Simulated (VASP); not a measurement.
A run of VASP 6.6.1 is set up as follows.

The input INCAR:

```
SYSTEM = Rh
ALGO     = Normal         ! electronic algorithm
EDIFF    = 1E-6           ! SCF threshold, eV
ENCUT    = 500            ! plane-wave cutoff, eV
GGA_COMPAT= .False.      
ISIF     = 2              ! what is computed and relaxed
ISMEAR   = -1             ! smearing method
LASPH    = .True.         ! aspherical terms in the spheres
LCHARG   = .False.        ! write CHGCAR
LREAL    = .False.        ! projectors in reciprocal space
LWAVE    = .False.        ! write WAVECAR
NBANDS   = 14             ! bands
NELM     = 120            ! most SCF steps
PREC     = Accurate       ! precision mode
SIGMA    = 0.05           ! smearing width, eV
```

Contents of KPOINTS:

```
k-points
0
Gamma
  17 17 17
  0 0 0
```

Contents of POSCAR:

```
Rh
1.0
    0.0000000000      1.6174305722      1.6174305722
    1.6174305722      0.0000000000      1.6174305722
    1.6174305722      1.6174305722      0.0000000000
Rh
1
Direct
    0.0000000000      0.0000000000      0.0000000000
```

Potentials or basis: VASP PAW LDA potentials, release 64 (Rh_pv).

Launch:

```bash
$ cat potpaw_LDA.64/Rh_pv/POTCAR > POTCAR
$ mpirun -np 1 vasp_std > vasp.out
```

Problem. Estimate the band gap on the k mesh.

Solution. Zero (an odd number of electrons rules out a gap without spin polarisation).

Problem. Estimate the pressure.

Solution. 427.0 GPa.

Caveat: the cell stands under pressure.
